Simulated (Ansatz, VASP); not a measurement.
This is a calculation of Pd for VASP 6.6.1.

INCAR

```
PREC = Accurate
ENCUT = 520
EDIFF = 1E-6
ISMEAR = -1
SIGMA = 0.05
LREAL = False
LASPH = True
NELM = 80
ALGO = Fast
ISIF = 2
LWAVE = False
LCHARG = False
GGA = PE
IVDW = 12
NBANDS = 11
```

KPOINTS

```
regular mesh
0
Gamma
  12 12 12
```

Contents of POSCAR:

```
Pd
1.0
    0.0000000000      1.9201927211      1.9201927211
    1.9201927211      0.0000000000      1.9201927211
    1.9201927211      1.9201927211      0.0000000000
Pd
1
Direct
    0.0000000000      0.0000000000      0.0000000000
```

Potentials or basis: VASP PAW PBE potentials, release 64 (Pd).

The run is started by

```console
$ cat potpaw_PBE.64/Pd/POTCAR > POTCAR
$ mpirun -np 1 vasp_std > vasp.out
```

Q: Set up the same calculation for Ansatz 0.2.0. Potentials there: Ansatz PAW.

A: As run (the cutoff follows the program's own potentials):

File input.yaml:

```yaml
crystal:
  lattice:
    - [0.0, 1.9201927211, 1.9201927211]
    - [1.9201927211, 0.0, 1.9201927211]
    - [1.9201927211, 1.9201927211, 0.0]
  atoms:
    - { symbol: Pd, position: [0.0, 0.0, 0.0] }
hamiltonian:
  xc: pbe
  pseudopotentials: { kind: paw }
  dispersion: d3bj
kpoints:
  mp_grid: { grid: [12, 12, 12] }
scf:
  occupations: { method: fermi_dirac, width: 0.05 }
output:
  forces: true
  stress: true
  eigenvalues: true
```

Potentials or basis: Ansatz PAW.

Command:

```bash
$ ansatz run input.yaml --threads 2 --pin off --max-ram 5120MiB --backend cpu --events-out ev --progress --plain --runs-dir out
```

Both were run:

|  | VASP | Ansatz | Ansatz less VASP |
| --- | --- | --- | --- |
| gap on the k mesh at the Fermi level (eV) | none | none | - |
| pressure (GPa) | 7.7 | 8.0 | +0.35 |

A gap of «none» marks a metal or a gap that the smearing closes. VASP's potentials hold 10 valence electrons a cell and Ansatz's 18, so a difference there can come from the potentials and not from the codes.
